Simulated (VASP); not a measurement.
# C (P6_3/mmc) in VASP: further runs

The runs below take C through single point, with PBE.

Everything below comes from runs of VASP 6.6.1. Logs are shortened: lines on timing, memory, paths and dates and some standing lists are left out, and cuts for length are marked.

### 1 The cell of the first run

The structure is hexagonal, space group P6_3/mmc (No. 194). Conventional cell: a = 2.502 Å, b = 2.502 Å, c = 4.243 Å, α = 90.00°, β = 90.00°, γ = 120.00°. Within 2.1 Å of C (site symmetry 3m) lie 4 C at 1.54 to 1.59 Å.

### 2 Single point, PBE (strained cell)

INCAR reads:

```
PREC = Accurate
ENCUT = 520
EDIFF = 1E-6
ISMEAR = 0
SIGMA = 0.02
LREAL = F
LASPH = T
NELM = 100
ALGO = Normal
ISIF = 2
LWAVE = F
LCHARG = F
GGA = PE
NBANDS = 16
```

KPOINTS reads:

```
regular mesh
0
Gamma
  9 9 6
```

POSCAR reads:

```
C
1.0
    2.5021834443      0.0000000000      0.0000000000
   -1.2510917222      2.1669544277      0.0000000000
    0.0000000000      0.0000000000      4.2430102239
C
4
Direct
    0.3333333333      0.6666666667     -0.0003552675
    0.6666666667      0.3333333333      0.4996447325
    0.3333333333      0.6666666667      0.3743552675
    0.6666666667      0.3333333333      0.8743552675
```

Potentials or basis: VASP PAW PBE potentials, release 64 (C).

Launch:

```
$ cat potpaw_PBE.64/C/POTCAR > POTCAR
$ mpirun -np 1 vasp_std > vasp.out
```

OUTCAR:

```text
PREC = Accurate
   ENCUT = 520
   EDIFF = 1E-6
   ISMEAR = 0
   LREAL = F
   LASPH = T
   NELM = 100
   ISIF = 2
   GGA = PE

 ion  position               nearest neighbor table
   1  0.333  0.667  1.000-   4 1.54   4 1.54   4 1.54   3 1.59
   2  0.667  0.333  0.500-   3 1.54   3 1.54   3 1.54   4 1.59
   3  0.333  0.667  0.374-   2 1.54   2 1.54   2 1.54   1 1.59
   4  0.667  0.333  0.874-   1 1.54   1 1.54   1 1.54   2 1.59

  LATTYP: Found a hexagonal cell.
 ALAT       =     2.5021834443
 C/A-ratio  =     1.6957230828

  Lattice vectors:

 A1 = (   2.5021834443,   0.0000000000,   0.0000000000)
 A2 = (  -1.2510917222,   2.1669544277,   0.0000000000)
 A3 = (   0.0000000000,   0.0000000000,   4.2430102239)

Analysis of symmetry for initial positions (statically):
=====================================================================
 Subroutine PRICEL returns:
 Original cell was already a primitive cell.

 Routine SETGRP: Setting up the symmetry group for a
 hexagonal supercell.

 Subroutine GETGRP returns: Found 24 space group operations
 (whereof  6 operations were pure point group operations)
 out of a pool of 24 trial point group operations.

The static configuration has the point symmetry C_3v.
 The point group associated with its full space group is D_6h.

Analysis of symmetry for dynamics (positions and initial velocities):
=====================================================================
 Subroutine PRICEL returns:
 Original cell was already a primitive cell.

 Routine SETGRP: Setting up the symmetry group for a
 hexagonal supercell.

 Subroutine GETGRP returns: Found 24 space group operations
 (whereof  6 operations were pure point group operations)
 out of a pool of 24 trial point group operations.

The dynamic configuration has the point symmetry C_3v.
 The point group associated with its full space group is D_6h.

 Subroutine INISYM returns: Found 24 space group operations
 (whereof  6 operations are pure point group operations),
 and found     1 'primitive' translations

----------------------------------------------------------------------------------------

                                     Primitive cell

  volume of cell :      23.0061

  direct lattice vectors                    reciprocal lattice vectors
     2.502183444  0.000000000  0.000000000     0.399650954  0.230738586  0.000000000
    -1.251091722  2.166954428  0.000000000     0.000000000  0.461477171  0.000000000
     0.000000000  0.000000000  4.243010224     0.000000000  0.000000000  0.235681732

  length of vectors
     2.502183444  2.502183444  4.243010224     0.461477171  0.461477171  0.235681732

  position of ions in fractional coordinates (direct lattice)
     0.333333333  0.666666667  0.999644733
     0.666666667  0.333333333  0.499644733
     0.333333333  0.666666667  0.374355268
     0.666666667  0.333333333  0.874355268

  ion indices of the primitive-cell ions
   primitive index   ion index
                 1           1
                 2           2
                 3           3
                 4           4

----------------------------------------------------------------------------------------

 KPOINTS: regular mesh

Automatic generation of k-mesh.
 Grid dimensions read from file:
 generate k-points for:    9    9    6

 Generating k-lattice:

  Cartesian coordinates                     Fractional coordinates (reciprocal lattice)
     0.044405662  0.025637621  0.000000000     0.111111111  0.000000000  0.000000000
     0.000000000  0.051275241  0.000000000     0.000000000  0.111111111  0.000000000
     0.000000000  0.000000000  0.039280289     0.000000000  0.000000000  0.166666667

  Length of vectors
     0.051275241  0.051275241  0.039280289

  Shift w.r.t. Gamma in fractional coordinates (k-lattice)
     0.000000000  0.000000000  0.000000000

 Subroutine IBZKPT returns following result:
 ===========================================

 Found     48 irreducible k-points:

 Following reciprocal coordinates:
            Coordinates               Weight
  0.000000  0.000000  0.000000      1.000000
  0.111111  0.000000  0.000000      6.000000
  0.222222  0.000000  0.000000      6.000000
  0.333333  0.000000  0.000000      6.000000
  0.444444  0.000000  0.000000      6.000000
  0.111111  0.111111  0.000000      6.000000
[... 16 lines left out ...]
  0.333333  0.222222  0.166667     24.000000
  0.333333  0.333333  0.166667      4.000000
 [... further k-points ...]
   k-points           NKPTS =     48   k-points in BZ     NKDIM =     48   number of bands    NBANDS=     16
   number of dos      NEDOS =    301   number of ions     NIONS =      4
   total plane-waves  NPLWV =  12800
   dimension x,y,z NGX =    20 NGY =   20 NGZ =   32
   dimension x,y,z NGXF=    40 NGYF=   40 NGZF=   64
   ions per type =               4
   NGX,Y,Z   is equivalent  to a cutoff of  13.29, 13.29, 12.54 a.u.
   NGXF,Y,Z  is equivalent  to a cutoff of  26.58, 26.58, 25.08 a.u.
 SYSTEM =  unknown system
   PREC   = accura    normal or accurate (medium, high low for compatibility)
   ISTART =      0    job   : 0-new  1-cont  2-samecut
   ICHARG =      2    charge: 1-file 2-atom 10-const
   ISPIN  =      1    spin polarized calculation?
   LNONCOLLINEAR =      F non collinear calculations
   LSORBIT =      F    spin-orbit coupling
   LASPH  =      T    aspherical Exc in radial PAW
   ENCUT  =  520.0 eV  38.22 Ry    6.18 a.u.   4.65  4.65  7.89*2*pi/ulx,y,z
   NELM   =    100;   NELMIN=  2; NELMDL= -5     # of ELM steps
   EDIFF  = 0.1E-05   stopping-criterion for ELM
   LREAL  =      F    real-space projection
   EDIFFG = 0.1E-04   stopping-criterion for IOM
   NSW    =      0    number of steps for IOM
   IBRION =     -1    ionic relax: 0-MD 1-quasi-New 2-CG
   NFREE  =      0    steps in history (QN), initial steepest desc. (CG)
   ISIF   =      2    stress and relaxation
   ISYM   =      2    0-nonsym 1-usesym 2-fastsym
   POTIM  = 0.5000    time-step for ionic-motion
   TEBEG  =    0.0;   TEEND  =   0.0 temperature during run
   PSTRESS=    0.0 pullay stress
   NELECT =      16.0000    total number of electrons
   NUPDOWN=      -1.0000    fix difference up-down
   EMIN   =  10.00;   EMAX   =-10.00  energy-range for DOS
   EFERMI =   0.00;   METHOD = LEGACY
   ISMEAR =     0;   SIGMA  =   0.02  broadening in eV -4-tet -1-fermi 0-gaus
   EFERMI_NEDOS =   21; number of points for ismear=-14 and -15
   IALGO  =     38    algorithm
   IMIX   =      4    mixing-type and parameters
     AMIX     =   0.40;   BMIX     =  1.00
     AMIX_MAG =   1.60;   BMIX_MAG =  1.00
  volume/ion in A,a.u.               =       5.75        38.81
  Fermi-wavevector in a.u.,A,eV,Ry     =   1.450442  2.740939 28.623708  2.103783
  Thomas-Fermi vector in A             =   2.568054
   LORBIT       =      0    0 simple, 1 ext, 2 COOP (PROOUT), +10 PAW based schemes
   GGA     = PE    functional components
   LHFCALC =     F    Hartree Fock is set to
   AEXX    =    0.0000 exact exchange contribution
   IVDW    =     0    specifies the selected vdW correction
   LEPSILON=     F    determine dielectric tensor
   LRPA    =     F    only Hartree local field effects (RPA)
 non-spin polarized calculation
 Gauss-broadening in eV      SIGMA  =   0.02
  energy-cutoff  :      520.00
  volume of cell :       23.01
 maximum number of plane-waves:       640
 NGX is ok and might be reduce to    20
   NGX =  9   NGY =  9   NGZ = 15

 number of electron      16.0000001 magnetization

 Free energy of the ion-electron system (eV)
  ---------------------------------------------------
  ext. energy  EPLUGINS =         0.00000000
  ---------------------------------------------------
  free energy    TOTEN  =       -36.25119295 eV

  energy without entropy =      -36.25119295  energy(sigma->0) =      -36.25119295

 E-fermi :   9.9207     XC(G=0): -13.1778

 val. band max:        9.7865059381   @ k =   0.0000   0.0000   0.0000
 cond. band min:      13.1519532378   @ k =   0.3333   0.3333   0.0000
 fundamental gap:      3.3654472998
 Fermi energy:         9.9206792142

 k-point     1 :       0.0000    0.0000    0.0000
  band No.  band energies     occupation
      1     -11.7877      2.00000
      2      -6.5539      2.00000
      3      -3.6856      2.00000
      4       6.9456      2.00000
      5       6.9456      2.00000
      6       9.3390      2.00000
[... 8 lines left out ...]
     15      23.6384      0.00000
     16      26.9197      0.00000

 k-point     2 :       0.1111    0.0000    0.0000
  band No.  band energies     occupation
      1     -11.4798      2.00000
      2      -6.2753      2.00000
      3      -3.3975      2.00000
      4       5.4994      2.00000
      5       6.3484      2.00000
      6       8.5450      2.00000
[... 8 lines left out ...]
     15      24.0415      0.00000
     16      26.5205      0.00000

 k-point     3 :       0.2222    0.0000    0.0000
  band No.  band energies     occupation
      1     -10.5625      2.00000
      2      -5.4447      2.00000
      3      -2.5748      2.00000
      4       2.4927      2.00000
      5       5.1835      2.00000
      6       5.9380      2.00000
[... 8 lines left out ...]
     15      24.5430      0.00000
     16      24.9313      0.00000

 k-point     4 :       0.3333    0.0000    0.0000
  band No.  band energies     occupation
      1      -9.0644      2.00000
      2      -4.0830      2.00000
      3      -1.7625      2.00000
      4      -0.2694      2.00000
      5       3.0608      2.00000
      6       4.1781      2.00000
[... 8 lines left out ...]
     15      24.5519      0.00000
     16      26.3319      0.00000
[... 324 lines left out ...]
 k-point    22 :       0.2222    0.2222    0.1667
  band No.  band energies     occupation
      1      -8.0120      2.00000
      2      -4.1781      2.00000
      3      -1.2428      2.00000
      4       1.1408      2.00000
      5       1.4291      2.00000
      6       2.3355      2.00000
[... 8 lines left out ...]
     15      23.2876      0.00000
     16      25.9005      0.00000

 k-point    23 :       0.3333    0.2222    0.1667
  band No.  band energies     occupation
      1      -6.1249      2.00000
      2      -3.4320      2.00000
      3      -2.2519      2.00000
      4       0.1459      2.00000
      5       0.4243      2.00000
      6       2.3991      2.00000
[... 8 lines left out ...]
     15      24.7706      0.00000
     16      26.1222      0.00000

 k-point    24 :       0.3333    0.3333    0.1667
  band No.  band energies     occupation
      1      -4.4480      2.00000
      2      -4.4480      2.00000
      3      -0.9454      2.00000
      4      -0.7240      2.00000
      5      -0.7240      2.00000
      6       2.3019      2.00000
[... 8 lines left out ...]
     15      25.2815      0.00000
     16      25.2815      0.00000

 [... further k-points ...]
[... 5 lines left out ...]
  --------------------------------------------------------------------------------------
  -------------------------------------------------------------------------------------
  Total        0.7597108      0.7597108     -2.5527609     -0.0000000      0.0000000     -0.0000000
  in kB       52.9073316     52.9073316   -177.7778787     -0.0000000      0.0000000     -0.0000000
  external PRESSURE =     -23.9877385 kB  Pullay stress =       0.0000000 kB

 VOLUME and BASIS-vectors are now :
 -----------------------------------------------------------------------------
  energy-cutoff  :      520.00
  volume of cell :       23.01
      direct lattice vectors                 reciprocal lattice vectors
     2.502183444  0.000000000  0.000000000     0.399650954  0.230738586  0.000000000
    -1.251091722  2.166954428  0.000000000     0.000000000  0.461477171  0.000000000
     0.000000000  0.000000000  4.243010224     0.000000000  0.000000000  0.235681732

 POSITION                                       TOTAL-FORCE (eV/Angst)
 -----------------------------------------------------------------------------------
     -0.00000      1.44464      4.24150        -0.000000     -0.000000      0.010359
      1.25109      0.72232      2.12000         0.000000      0.000000      0.010359
     -0.00000      1.44464      1.58839        -0.000000     -0.000000     -0.010359
      1.25109      0.72232      3.70990         0.000000     -0.000000     -0.010359
 -----------------------------------------------------------------------------------
    total drift:                               -0.000000     -0.000000      0.000006

  FREE ENERGIE OF THE ION-ELECTRON SYSTEM (eV)
  ---------------------------------------------------
  free  energy   TOTEN  =       -36.2511929479 eV

  energy  without entropy=      -36.2511929479  energy(sigma->0) =      -36.25119295
```

Wall time 9.9 s (1 thread of Intel Xeon Platinum 8488C (Sapphire Rapids), shared host); peak memory 0.13 GiB.

What came out:

```
Free energy            : -36.2512 eV
Pressure               : -2.4 GPa
Largest force          : 0.010 eV/Å
Band gap on the k mesh : 3.37 eV, indirect (least direct gap 4.80 eV)
```

Forces on the atoms (eV/Å):
```
C    0.000  0.000  0.010
C    0.000  0.000  0.010
C    0.000  0.000 -0.010
C    0.000  0.000 -0.010
```

Stress tensor (GPa, compression positive):
```
  5.29   0.00   0.00
  0.00   5.29   0.00
  0.00   0.00 -17.78
```

Caveat: the cell differs from its parent crystal (strained cell). A k mesh can miss the band edges.

### 3 Single point, PBE (strained cell)

INCAR reads:

```
PREC = Accurate
ENCUT = 520
EDIFF = 1E-7
ISMEAR = 0
SIGMA = 0.02
LREAL = False
LASPH = True
NELM = 100
ALGO = Normal
ISIF = 2
LWAVE = False
LCHARG = False
GGA = PE
NBANDS = 16
```

KPOINTS reads:

```
Automatic mesh
0
Gamma
  9 9 6
```

POSCAR reads:

```
C
1.0
    2.5124063063      0.0000000000      0.0000000000
   -1.2562031531      2.1758076859      0.0000000000
    0.0000000000      0.0000000000      4.2430102239
C
4
Direct
    0.3333333333      0.6666666667     -0.0003907681
    0.6666666667      0.3333333333      0.4996092319
    0.3333333333      0.6666666667      0.3743907681
    0.6666666667      0.3333333333      0.8743907681
```

Potentials or basis: VASP PAW PBE potentials, release 64 (C).

Launch:

```
$ cat potpaw_PBE.64/C/POTCAR > POTCAR
$ mpirun -np 1 vasp_std > vasp.out
```

Run time: 9.7 s. Hardware: 1 thread of Intel Xeon Platinum 8488C (Sapphire Rapids), shared host; peak memory 0.13 GiB.

It converged, with:

```yaml
Free_energy: -36.2546 eV
Pressure: -5.9 GPa
Largest_force: 0.009 eV/Å
Band_gap_on_the_k_mesh: 3.40 eV, indirect (least direct gap 4.89 eV)
```

Forces on the atoms (eV/Å):
```
C    0.000  0.000  0.009
C    0.000  0.000  0.009
C    0.000  0.000 -0.009
C    0.000  0.000 -0.009
```

Stress tensor (GPa, compression positive):
```
  0.06   0.00   0.00
  0.00   0.06   0.00
  0.00   0.00 -17.74
```

Levels at points of the mesh, in eV from the valence-band top:
| k point | band 4 | band 5 | band 6 | band 7 | band 8 | band 9 | band 10 | band 11 | band 12 | band 13 |
| --- | --- | --- | --- | --- | --- | --- | --- | --- | --- | --- |
| (0.00, 0.00, 0.00) | -2.86 | -2.86 | -0.43 | 0.00 | 0.00 | 4.89 | 5.13 | 5.13 | 8.25 | 9.41 |
| (0.00, 0.00, 0.50) | -7.04 | -1.70 | -1.70 | -1.70 | -1.70 | 7.28 | 7.28 | 7.28 | 7.28 | 7.69 |

Caveat: the cell differs from its parent crystal (strained cell). A k mesh can miss the band edges.

### 4 Single point, PBE (strained cell)

INCAR reads:

```
ALGO = Normal ; EDIFF = 1E-7
ENCUT = 520 ; GGA = PE
ISIF = 2 ; ISMEAR = 0
LASPH = True ; LCHARG = False
LREAL = False ; LWAVE = False
NBANDS = 16 ; NELM = 80
PREC = Accurate ; SIGMA = 0.02
```

KPOINTS reads:

```
k-points
0
Gamma
  9 9 6
```

Changes to POSCAR since step 3:

```diff
@@ -2,4 +2,4 @@
 1.0
-    2.5124063063      0.0000000000      0.0000000000
-   -1.2562031531      2.1758076859      0.0000000000
+    2.5110554887      0.0000000000      0.0000000000
+   -1.2555277443      2.1746378435      0.0000000000
     0.0000000000      0.0000000000      4.2430102239
```

Launch:

```
$ cat potpaw_PBE.64/C/POTCAR > POTCAR
$ mpirun -np 1 vasp_std > vasp.out
```

Wall time 9.2 s (1 thread of Intel Xeon Platinum 8488C (Sapphire Rapids), shared host); peak memory 0.13 GiB.

Results (log left out):

```
Free energy            : -36.2545 eV
Pressure               : -5.4 GPa
Largest force          : 0.010 eV/Å
Band gap on the k mesh : 3.40 eV, indirect (least direct gap 4.88 eV)
```

Forces on the atoms (eV/Å):
```
C    0.000  0.000  0.010
C    0.000  0.000  0.010
C    0.000  0.000 -0.010
C    0.000  0.000 -0.010
```

Stress tensor (GPa, compression positive):
```
  0.74   0.00   0.00
  0.00   0.74   0.00
  0.00   0.00 -17.74
```

Levels at points of the mesh, in eV from the valence-band top:
```
           k point  band 4  band 5  band 6  band 7  band 8  band 9  band 10  band 11  band 12  band 13
(0.00, 0.00, 0.00)   -2.85   -2.85   -0.43    0.00    0.00    4.88     5.14     5.14     8.27     9.42
(0.00, 0.00, 0.50)   -7.05   -1.70   -1.70   -1.70   -1.70    7.28     7.28     7.28     7.28     7.71
```

Caveat: the cell differs from its parent crystal (strained cell). A k mesh can miss the band edges.

(Part 1 of 2 ends here.)
